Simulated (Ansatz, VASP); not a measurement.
## Ti in VASP and in Ansatz

```
Ti
1.0
    -1.63012    1.63012    1.63012
     1.63012   -1.63012    1.63012
     1.63012    1.63012   -1.63012
Ti
1
Direct
  0.00000 0.00000 0.00000
```

Alike in both runs: task single point; functional PBE; k mesh 14 × 14 × 14; occupations fermi-dirac, width 0.1 eV; non-collinear spin, spin-orbit coupling.

|  | VASP | Ansatz |
| --- | --- | --- |
| version | VASP 6.6.1 | Ansatz 0.2.0 |
| potentials or method | VASP PAW PBE potentials, release 64 (Ti_sv), cutoff 520 eV | plane waves (420 eV) with PAW, fully relativistic with spin-orbit coupling |
| valence electrons in the cell | 12 | 12 |

|  | VASP | Ansatz | Ansatz less VASP |
| --- | --- | --- | --- |
| net moment per atom (μB) | 0.00 | 0.00 | 0.000 |
